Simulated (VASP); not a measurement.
# SrTiO3 (Pmm2) in VASP: further runs

Runs on SrTiO3. Level: PBE. Tasks: single point.

All numbers are computed with VASP 6.6.1; they aren't measurements. Logs are shortened: lines on timing, memory, paths and dates and some standing lists are left out, and cuts for length are marked.

## Step 1: The cell of the first run

The structure is orthorhombic, space group Pmm2 (No. 25). The conventional cell has a = 3.799 Å, b = 4.212 Å, c = 3.799 Å, α = 90.00°, β = 90.00°, γ = 90.00°. Within 3.5 Å of Sr (site symmetry mm2) lie 12 O at 2.66 to 2.86 Å and 8 Ti at 3.40 to 3.42 Å. Ti (site symmetry mm2) has 6 O at 1.84 to 2.11 Å within 2.4 Å. O (site symmetry mm2) has 2 Ti at 1.84 to 1.96 Å within 2.4 Å. O (site symmetry mm2) has 2 Ti at 1.90 Å within 2.5 Å. O (site symmetry mm2) has 2 Ti at 2.11 Å and 4 Sr at 2.66 to 2.71 Å within 2.8 Å.

## Step 2: Single point, PBE (mode 1 frozen in at -0.038 Å, strain +e along z and -e/2 along x and y +0.0700)

INCAR

```
ALGO = Normal
EDIFF = 1E-6
ENCUT = 520
GGA = PE
ISIF = 2
ISMEAR = 0
LASPH = T
LCHARG = F
LREAL = F
LWAVE = F
NBANDS = 28
NELM = 100
PREC = Accurate
SIGMA = 0.05
```

KPOINTS

```
k-points
0
Gamma
  8 8 8
```

POSCAR

```
SrTiO3
1.0
    3.7986351078      0.0000000000      0.0000000000
    0.0000000000      3.7986351078      0.0000000000
    0.0000000000      0.0000000000      4.2119580988
Sr Ti O
1 1 3
Direct
    0.0013670509      0.0000000000      0.0000000000
    0.5064538458      0.5000000000      0.5000000000
   -0.0097550828      0.5000000000      0.5000000000
    0.4914796030      0.0000000000      0.5000000000
    0.4914796030      0.5000000000      0.0000000000
```

Potentials or basis: VASP PAW PBE potentials, release 64 (Sr_sv, Ti_sv, O).

On the command line:

```bash
> cat potpaw_PBE.64/Sr_sv/POTCAR potpaw_PBE.64/Ti_sv/POTCAR potpaw_PBE.64/O/POTCAR > POTCAR
> mpirun -np 1 vasp_std > vasp.out
```

OUTCAR:

```text
EDIFF = 1E-6
   ENCUT = 520
   GGA = PE
   ISIF = 2
   ISMEAR = 0
   LASPH = T
   LREAL = F
   NELM = 100
   PREC = Accurate

 ion  position               nearest neighbor table
   1  0.001  0.000  0.000-   5 2.66   5 2.66   5 2.71   5 2.71   4 2.81   4 2.81   3 2.84   3 2.84
                             3 2.84   3 2.84   4 2.86   4 2.86   2 3.40   2 3.40   2 3.40   2 3.40
   2  0.506  0.500  0.500-   3 1.84   4 1.90   4 1.90   3 1.96   5 2.11   5 2.11   1 3.40   1 3.40
                             1 3.40   1 3.40   1 3.42   1 3.42   1 3.42   1 3.42
   3  0.990  0.500  0.500-   2 1.84   2 1.96   1 2.84   1 2.84   1 2.84   1 2.84
   4  0.491  0.000  0.500-   2 1.90   2 1.90   1 2.81   1 2.81   1 2.86   1 2.86
   5  0.491  0.500  0.000-   2 2.11   2 2.11   1 2.66   1 2.66   1 2.71   1 2.71

  LATTYP: Found a simple tetragonal cell.
 ALAT       =     3.7986351078
 C/A-ratio  =     1.1088082902

  Lattice vectors:

 A1 = (   3.7986351078,   0.0000000000,   0.0000000000)
 A2 = (   0.0000000000,   3.7986351078,   0.0000000000)
 A3 = (   0.0000000000,   0.0000000000,   4.2119580988)

Analysis of symmetry for initial positions (statically):
=====================================================================
 Subroutine PRICEL returns:
 Original cell was already a primitive cell.

 Routine SETGRP: Setting up the symmetry group for a
 simple tetragonal supercell.

 Subroutine GETGRP returns: Found  4 space group operations
 (whereof  4 operations were pure point group operations)
 out of a pool of 16 trial point group operations.

The static configuration has the point symmetry C_2v.

Analysis of symmetry for dynamics (positions and initial velocities):
=====================================================================
 Subroutine PRICEL returns:
 Original cell was already a primitive cell.

 Routine SETGRP: Setting up the symmetry group for a
 simple tetragonal supercell.

 Subroutine GETGRP returns: Found  4 space group operations
 (whereof  4 operations were pure point group operations)
 out of a pool of 16 trial point group operations.

The dynamic configuration has the point symmetry C_2v.

 Subroutine INISYM returns: Found  4 space group operations
 (whereof  4 operations are pure point group operations),
 and found     1 'primitive' translations

----------------------------------------------------------------------------------------

                                     Primitive cell

  volume of cell :      60.7770

  direct lattice vectors                    reciprocal lattice vectors
     3.798635108  0.000000000  0.000000000     0.263252450  0.000000000  0.000000000
     0.000000000  3.798635108  0.000000000     0.000000000  0.263252450  0.000000000
     0.000000000  0.000000000  4.211958099     0.000000000  0.000000000  0.237419266

  length of vectors
     3.798635108  3.798635108  4.211958099     0.263252450  0.263252450  0.237419266

  position of ions in fractional coordinates (direct lattice)
     0.001367051  0.000000000  0.000000000
     0.506453846  0.500000000  0.500000000
     0.990244917  0.500000000  0.500000000
     0.491479603  0.000000000  0.500000000
     0.491479603  0.500000000  0.000000000

  ion indices of the primitive-cell ions
   primitive index   ion index
                 1           1
                 2           2
                 3           3
                 4           4
                 5           5

----------------------------------------------------------------------------------------

 KPOINTS: k-points

Automatic generation of k-mesh.
 Grid dimensions read from file:
 generate k-points for:    8    8    8

 Generating k-lattice:

  Cartesian coordinates                     Fractional coordinates (reciprocal lattice)
     0.032906556  0.000000000  0.000000000     0.125000000  0.000000000  0.000000000
     0.000000000  0.032906556  0.000000000     0.000000000  0.125000000  0.000000000
     0.000000000  0.000000000  0.029677408     0.000000000  0.000000000  0.125000000

  Length of vectors
     0.032906556  0.032906556  0.029677408
[... 46 lines left out ...]

 Free energy of the ion-electron system (eV)
  ---------------------------------------------------
  ext. energy  EPLUGINS =         0.00000000
  ---------------------------------------------------
  free energy    TOTEN  =       -39.81776974 eV

  energy without entropy =      -39.81776974  energy(sigma->0) =      -39.81776974

 E-fermi :   4.5058     XC(G=0): -11.1541

 val. band max:        4.1454731502   @ k =   0.5000   0.5000   0.5000
 cond. band min:       5.8129195248   @ k =   0.0000   0.0000   0.0000
 fundamental gap:      1.6674463746
 Fermi energy:         4.5057572046

 k-point     1 :       0.0000    0.0000    0.0000
  band No.  band energies     occupation
      1     -52.4775      2.00000
      2     -28.8426      2.00000
      3     -28.7570      2.00000
      4     -28.7398      2.00000
      5     -28.6986      2.00000
      6     -13.4954      2.00000
[... 20 lines left out ...]
     27       9.8462      0.00000
     28      10.1773      0.00000

 k-point     2 :       0.1250    0.0000    0.0000
  band No.  band energies     occupation
      1     -52.4771      2.00000
      2     -28.8558      2.00000
      3     -28.7541      2.00000
      4     -28.7392      2.00000
      5     -28.6980      2.00000
      6     -13.4545      2.00000
[... 20 lines left out ...]
     27      10.1510      0.00000
     28      10.5646      0.00000

 k-point     3 :       0.0000    0.1250    0.0000
  band No.  band energies     occupation
      1     -52.4771      2.00000
      2     -28.8530      2.00000
      3     -28.7568      2.00000
      4     -28.7393      2.00000
      5     -28.6980      2.00000
      6     -13.4599      2.00000
[... 20 lines left out ...]
     27      10.1499      0.00000
     28      10.5589      0.00000

 k-point     4 :       0.2500    0.0000    0.0000
  band No.  band energies     occupation
      1     -52.4763      2.00000
      2     -28.8889      2.00000
      3     -28.7456      2.00000
      4     -28.7378      2.00000
      5     -28.6964      2.00000
      6     -13.4304      2.00000
[... 578 lines left out ...]
     27      12.5659      0.00000
     28      12.7205      0.00000

 k-point    23 :       0.5000    0.3750    0.0000
  band No.  band energies     occupation
      1     -52.4731      2.00000
      2     -28.8716      2.00000
      3     -28.8208      2.00000
      4     -28.7726      2.00000
      5     -28.6908      2.00000
      6     -12.7474      2.00000
[... 20 lines left out ...]
     27      12.7384      0.00000
     28      12.8584      0.00000

 k-point    24 :      -0.3750    0.5000    0.0000
  band No.  band energies     occupation
      1     -52.4731      2.00000
      2     -28.8575      2.00000
      3     -28.8385      2.00000
      4     -28.7690      2.00000
      5     -28.6909      2.00000
      6     -12.7623      2.00000
[... 20 lines left out ...]
     27      12.7587      0.00000
     28      12.8979      0.00000

 [... further k-points ...]
[... 5 lines left out ...]
  --------------------------------------------------------------------------------------
  -------------------------------------------------------------------------------------
  Total        4.4693643      4.1267605     -3.6382151      0.0000000      0.0000000      0.0000000
  in kB      117.8194909    108.7879147    -95.9090882      0.0000000      0.0000000      0.0000000
  external PRESSURE =      43.5661058 kB  Pullay stress =       0.0000000 kB

 VOLUME and BASIS-vectors are now :
 -----------------------------------------------------------------------------
  energy-cutoff  :      520.00
  volume of cell :       60.78
      direct lattice vectors                 reciprocal lattice vectors
     3.798635108  0.000000000  0.000000000     0.263252450  0.000000000  0.000000000
     0.000000000  3.798635108  0.000000000     0.000000000  0.263252450  0.000000000
     0.000000000  0.000000000  4.211958099     0.000000000  0.000000000  0.237419266

 POSITION                                       TOTAL-FORCE (eV/Angst)
 -----------------------------------------------------------------------------------
      0.00519      0.00000      0.00000         0.003469      0.000000      0.000000
      1.92383      1.89932      2.10598        -0.267175      0.000000      0.000000
      3.76158      1.89932      2.10598         0.342519      0.000000      0.000000
      1.86695      0.00000      2.10598        -0.131250      0.000000      0.000000
      1.86695      1.89932      0.00000         0.052437      0.000000      0.000000
 -----------------------------------------------------------------------------------
    total drift:                                0.000027      0.000000      0.000003

  FREE ENERGIE OF THE ION-ELECTRON SYSTEM (eV)
  ---------------------------------------------------
  free  energy   TOTEN  =       -39.8177697351 eV

  energy  without entropy=      -39.8177697351  energy(sigma->0) =      -39.81776974
```

It took 6.4 min on 1 thread of AMD EPYC 7R13, shared host; peak memory 0.29 GiB.

Results:

- Free energy: -39.8178 eV
- Pressure: 4.4 GPa
- Largest force: 0.343 eV/Å
- Band gap on the k mesh: 1.67 eV, indirect (least direct gap 2.18 eV)

Forces on the atoms (eV/Å):
```
Sr   0.003  0.000  0.000
Ti  -0.267  0.000  0.000
O    0.343  0.000  0.000
O   -0.131  0.000  0.000
O    0.052  0.000  0.000
```

Stress tensor (GPa, compression positive):
```
11.78  0.00  0.00
 0.00 10.88  0.00
 0.00  0.00 -9.59
```

Caveat: the cell differs from its parent crystal (mode 1 frozen in at -0.038 Å, strain +e along z and -e/2 along x and y +0.0700). A k mesh can miss the band edges.

## Step 3: Single point, PBE (mode 1 frozen in at -0.096 Å, strain +e along z and -e/2 along x and y +0.0467)

INCAR

```
SYSTEM = SrTiO3
PREC = Accurate ; ENCUT = 520
EDIFF = 1E-6 ; ISMEAR = 0
SIGMA = 0.05 ; LREAL = .FALSE.
LASPH = .TRUE. ; NELM = 80
ALGO = Normal ; ISIF = 2
LWAVE = .FALSE. ; LCHARG = .TRUE.
GGA = PE ; LELF = .TRUE.
LVHAR = .TRUE. ; NBANDS = 28
```

KPOINTS

```
regular mesh
0
G
  8 8 8
  0 0 0
```

POSCAR

```
SrTiO3
1.0
    3.8444942777      0.0000000000      0.0000000000
    0.0000000000      3.8444942777      0.0000000000
    0.0000000000      0.0000000000      4.1202397589
Sr Ti O
1 1 3
Direct
    0.0034176272      0.0000000000      0.0000000000
    0.5161346144      0.5000000000      0.5000000000
   -0.0243877070      0.5000000000      0.5000000000
    0.4786990076      0.0000000000      0.5000000000
    0.4786990076      0.5000000000      0.0000000000
```

Potentials or basis: VASP PAW PBE potentials, release 64 (Sr_sv, Ti_sv, O).

On the command line:

```bash
> cat potpaw_PBE.64/Sr_sv/POTCAR potpaw_PBE.64/Ti_sv/POTCAR potpaw_PBE.64/O/POTCAR > POTCAR
> mpirun -np 1 vasp_std > vasp.out
```

Run time: 6.6 min. Hardware: 1 thread of AMD EPYC 7R13, shared host; peak memory 0.3 GiB.

Results (log left out):

| Quantity | Value |
| --- | --- |
| Free energy | -39.9223 eV |
| Pressure | 4.2 GPa |
| Largest force | 1.124 eV/Å |
| Band gap on the k mesh | 1.90 eV, indirect (least direct gap 2.42 eV) |

Forces on the atoms (eV/Å):
```
Sr   0.052  0.000  0.000
Ti  -1.124  0.000  0.000
O    1.102  0.000  0.000
O   -0.154  0.000  0.000
O    0.124  0.000  0.000
```

Stress tensor (GPa, compression positive):
```
12.25  0.00  0.00
 0.00  6.90  0.00
 0.00  0.00 -6.64
```

Levels at points of the mesh, in eV from the valence-band top:
| k point | band 16 | band 17 | band 18 | band 19 | band 20 | band 21 | band 22 | band 23 | band 24 | band 25 |
| --- | --- | --- | --- | --- | --- | --- | --- | --- | --- | --- |
| (0.00, 0.00, 0.00) | -1.34 | -1.06 | -0.60 | -0.53 | -0.52 | 1.90 | 2.28 | 2.49 | 4.03 | 4.80 |
| (0.50, 0.00, 0.00) | -2.44 | -2.31 | -1.95 | -0.75 | -0.67 | 2.10 | 4.12 | 4.14 | 4.19 | 6.76 |
| (0.00, 0.50, 0.00) | -2.52 | -2.18 | -1.96 | -1.06 | -0.96 | 2.44 | 3.94 | 4.05 | 4.27 | 6.47 |
| (0.50, 0.50, 0.00) | -3.00 | -1.70 | -1.29 | -1.27 | -0.05 | 3.97 | 4.14 | 4.51 | 4.80 | 7.93 |
| (0.00, 0.00, 0.50) | -2.04 | -1.79 | -1.69 | -1.10 | -0.86 | 2.57 | 3.36 | 3.46 | 4.82 | 6.01 |
| (0.50, 0.00, 0.50) | -2.38 | -1.65 | -1.64 | -1.63 | -0.34 | 3.39 | 4.20 | 4.23 | 5.45 | 7.46 |
| (0.00, 0.50, 0.50) | -2.56 | -1.80 | -1.77 | -1.70 | -0.20 | 3.47 | 4.06 | 4.16 | 5.34 | 7.52 |
| (0.50, 0.50, 0.50) | -3.57 | -3.46 | -0.16 | -0.04 | 0.00 | 4.33 | 4.42 | 4.70 | 6.50 | 6.71 |

Caveat: the cell differs from its parent crystal (mode 1 frozen in at -0.096 Å, strain +e along z and -e/2 along x and y +0.0467); forces of over 1 eV/Å act on the atoms, so gaps and moduli don't describe the material at rest. A k mesh can miss the band edges.

## Step 4: Single point, PBE (mode 1 frozen in at -0.058 Å, strain +e along z and -e/2 along x and y -0.0700)

INCAR

```
SYSTEM = SrTiO3
PREC     = Accurate       ! precision mode
ENCUT    = 520            ! plane-wave cutoff, eV
EDIFF    = 1E-6           ! SCF threshold, eV
ISMEAR   = 0              ! smearing method
SIGMA    = 0.05           ! smearing width, eV
LREAL    = .False.        ! projectors in reciprocal space
LASPH    = .True.         ! aspherical terms in the spheres
NELM     = 100            ! most SCF steps
ALGO     = Normal         ! electronic algorithm
ISIF     = 2              ! what is computed and relaxed
LWAVE    = .False.        ! write WAVECAR
LCHARG   = .True.         ! write CHGCAR
GGA      = PE             ! functional
LELF     = .True.         ! ELF
LVHAR    = .True.       
NBANDS   = 28             ! bands
```

KPOINTS

```
regular mesh
0
Gamma
  8 8 8
  0 0 0
```

POSCAR

```
SrTiO3
1.0
    4.0741837684      0.0000000000      0.0000000000
    0.0000000000      4.0741837684      0.0000000000
    0.0000000000      0.0000000000      3.6608607774
Sr Ti O
1 1 3
Direct
    0.0020505763      0.0000000000      0.0000000000
    0.5096807686      0.5000000000      0.5000000000
   -0.0146326242      0.5000000000      0.5000000000
    0.4872194045      0.0000000000      0.5000000000
    0.4872194045      0.5000000000      0.0000000000
```

On the command line:

```bash
> cat potpaw_PBE.64/Sr_sv/POTCAR potpaw_PBE.64/Ti_sv/POTCAR potpaw_PBE.64/O/POTCAR > POTCAR
> mpirun -np 1 vasp_std > vasp.out
```

Run time: 4.4 min. Hardware: 1 thread of AMD EPYC 7R13, shared host; peak memory 0.29 GiB.

It converged, with:

| Quantity | Value |
| --- | --- |
| Free energy | -39.7598 eV |
| Pressure | 4.8 GPa |
| Largest force | 0.423 eV/Å |
| Band gap on the k mesh | 1.88 eV, indirect (least direct gap 2.29 eV) |

Forces in eV/Å, atoms in the order of the input:
```
Sr   0.068  0.000  0.000
Ti   0.423  0.000  0.000
O   -0.225  0.000  0.000
O    0.072  0.000  0.000
O   -0.337  0.000  0.000
```

Stress tensor (GPa, compression positive):
```
-3.90  0.00  0.00
 0.00 -5.13  0.00
 0.00  0.00 23.55
```

Levels at points of the mesh, in eV from the valence-band top:
```tsv
k point	band 18	band 19	band 20	band 21	band 22	band 23
(0.00, 0.00, 0.00)	-0.50	-0.47	-0.40	1.88	1.94	2.15
(0.50, 0.00, 0.00)	-1.88	-0.66	-0.65	2.05	3.46	3.53
(0.00, 0.50, 0.00)	-1.80	-0.86	-0.77	2.26	3.42	3.42
(0.50, 0.50, 0.00)	-1.98	-1.55	-0.36	3.43	3.53	3.80
(0.00, 0.00, 0.50)	-1.98	-0.94	-0.88	2.13	3.92	4.42
(0.50, 0.00, 0.50)	-1.38	-1.36	-0.20	3.48	4.44	4.55
(0.00, 0.50, 0.50)	-1.46	-1.43	-0.16	3.44	4.44	4.57
(0.50, 0.50, 0.50)	-0.20	-0.06	0.00	4.04	4.71	4.72
```

Caveat: the cell differs from its parent crystal (mode 1 frozen in at -0.058 Å, strain +e along z and -e/2 along x and y -0.0700). A k mesh can miss the band edges.

## Step 5: Single point, PBE (mode 1 frozen in at -0.096 Å, strain +e along z and -e/2 along x and y -0.0700)

INCAR

```
SYSTEM = SrTiO3
PREC = Accurate ; ENCUT = 520
EDIFF = 1E-6 ; ISMEAR = 0
SIGMA = 0.05 ; LREAL = .False.
LASPH = .True. ; NELM = 100
ALGO = Normal ; ISIF = 2
LWAVE = .False. ; LCHARG = .False.
GGA = PE ; NBANDS = 28
```

KPOINTS is that of step 4.

POSCAR

```
SrTiO3
1.0
    4.0741837684      0.0000000000      0.0000000000
    0.0000000000      4.0741837684      0.0000000000
    0.0000000000      0.0000000000      3.6608607774
Sr Ti O
1 1 3
Direct
    0.0034176272      0.0000000000      0.0000000000
    0.5161346144      0.5000000000      0.5000000000
   -0.0243877070      0.5000000000      0.5000000000
    0.4786990076      0.0000000000      0.5000000000
    0.4786990076      0.5000000000      0.0000000000
```

On the command line:

```bash
> cat potpaw_PBE.64/Sr_sv/POTCAR potpaw_PBE.64/Ti_sv/POTCAR potpaw_PBE.64/O/POTCAR > POTCAR
> mpirun -np 1 vasp_std > vasp.out
```

It took 4.6 min on 1 thread of AMD EPYC 7R13, shared host; peak memory 0.29 GiB.

Results (log left out):

```yaml
Free_energy: -39.7880 eV
Pressure: 5.5 GPa
Largest_force: 0.471 eV/Å
Band_gap_on_the_k_mesh: 1.97 eV, indirect (least direct gap 2.49 eV)
```

Forces in eV/Å, atoms in the order of the input:
```
Sr   0.124  0.000  0.000
Ti   0.273  0.000  0.000
O   -0.076  0.000  0.000
O    0.150  0.000  0.000
O   -0.471  0.000  0.000
```

Stress tensor (GPa, compression positive):
```
-1.35  0.00  0.00
 0.00 -4.92  0.00
 0.00  0.00 22.84
```

Levels at points of the mesh, in eV from the valence-band top:
| k point | band 18 | band 19 | band 20 | band 21 | band 22 | band 23 |
| --- | --- | --- | --- | --- | --- | --- |
| (0.00, 0.00, 0.00) | -0.70 | -0.57 | -0.52 | 1.97 | 2.13 | 2.50 |
| (0.50, 0.00, 0.00) | -1.98 | -0.66 | -0.65 | 2.09 | 3.57 | 3.71 |
| (0.00, 0.50, 0.00) | -1.79 | -1.17 | -0.94 | 2.59 | 3.42 | 3.46 |
| (0.50, 0.50, 0.00) | -1.97 | -1.55 | -0.44 | 3.45 | 3.71 | 3.84 |
| (0.00, 0.00, 0.50) | -2.03 | -1.14 | -1.02 | 2.35 | 4.07 | 4.39 |
| (0.50, 0.00, 0.50) | -1.38 | -1.38 | -0.27 | 3.60 | 4.43 | 4.52 |
| (0.00, 0.50, 0.50) | -1.60 | -1.55 | -0.16 | 3.49 | 4.45 | 4.57 |
| (0.50, 0.50, 0.50) | -0.28 | -0.15 | 0.00 | 4.07 | 4.67 | 4.70 |

Caveat: the cell differs from its parent crystal (mode 1 frozen in at -0.096 Å, strain +e along z and -e/2 along x and y -0.0700). A k mesh can miss the band edges.

## Step 6: Summary

| cell | gap on the mesh (eV) | pressure (GPa) | largest force (eV/Å) |
| --- | --- | --- | --- |
| a = 3.799, b = 3.799, c = 4.212 Å, 5 atoms | 1.67 | 4.4 | 0.34 |
| a = 3.844, b = 3.844, c = 4.120 Å, 5 atoms | 1.90 | 4.2 | 1.12 |
| a = 4.074, b = 4.074, c = 3.661 Å, 5 atoms | 1.97 | 5.5 | 0.47 |

Some of these runs hold the atoms at other places in the same cell, which the table doesn't show; runs alike in all that it shows share one row.

Alike in all rows: task single point; level PBE; potentials or basis VASP PAW PBE potentials, release 64 (Sr_sv, Ti_sv, O); no spin polarisation; k mesh 8 × 8 × 8; cutoff (eV) 520; smearing gaussian 0.05 eV.

Caveats: forces of over 1 eV/Å act on the atoms, so gaps and moduli don't describe the material at rest (some runs).

Total energies depend on the potentials used, so only differences within one code and one set of settings carry meaning.
